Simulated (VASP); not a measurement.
A run of VASP 6.6.1 is set up as follows.

POSCAR

```
Mg
1.0
    3.1865460813      0.0000000000      0.0000000000
   -1.5932730407      2.7596298568      0.0000000000
    0.0000000000      0.0000000000      5.1733590012
Mg
2
Direct
    0.3333333333      0.6666666667      0.2500000000
    0.6666666667      0.3333333333      0.7500000000
```

File INCAR.step1:

```
PREC     = Accurate       # precision mode
ENCUT    = 520            # plane-wave cutoff, eV
ISMEAR   = 0              # smearing method
SIGMA    = 0.02           # smearing width, eV
LREAL    = False          # projectors in reciprocal space
LASPH    = True           # aspherical terms in the spheres
NELM     = 60             # most SCF steps
NBANDS   = 9              # bands
GGA      = PE             # functional
ALGO     = Normal         # electronic algorithm
EDIFF    = 1E-4           # SCF threshold, eV
LWAVE    = True           # write WAVECAR
LCHARG   = False          # write CHGCAR
```

The input INCAR.step2:

```
PREC     = Accurate       # precision mode
ENCUT    = 520            # plane-wave cutoff, eV
EDIFF    = 1E-6           # SCF threshold, eV
ISMEAR   = 0              # smearing method
SIGMA    = 0.02           # smearing width, eV
LREAL    = False          # projectors in reciprocal space
LASPH    = True           # aspherical terms in the spheres
NELM     = 60             # most SCF steps
ALGO     = Normal         # electronic algorithm
ISIF     = 2              # what is computed and relaxed
LWAVE    = False          # write WAVECAR
LCHARG   = False          # write CHGCAR
METAGGA  = R2SCAN         # meta-GGA
LMIXTAU  = True         
NBANDS   = 9              # bands
ISTART   = 1
```

KPOINTS

```
Automatic mesh
0
Gamma
  7 7 4
```

Potentials or basis: VASP PAW PBE potentials, release 64 (Mg).

The run is started by

```sh
$ cat potpaw_PBE.64/Mg/POTCAR > POTCAR
$ cp INCAR.step1 INCAR
$ mpirun -np 1 vasp_std > vasp.out
$ cp INCAR.step2 INCAR
$ mpirun -np 1 vasp_std > vasp.out
```

**Question.** Predict the band gap on the k mesh.

**Answer.** Zero (bands 2 and 3 overlap by 1.98 eV).

**Question.** Estimate the pressure.

**Answer.** -0.3 GPa.

Stress tensor (GPa, compression positive):
```
-1.45  0.00  0.00
 0.00 -1.45  0.00
 0.00  0.00  2.11
```

Caveat: the PAW data sets were made with another functional, which shifts forces and pressure a little.
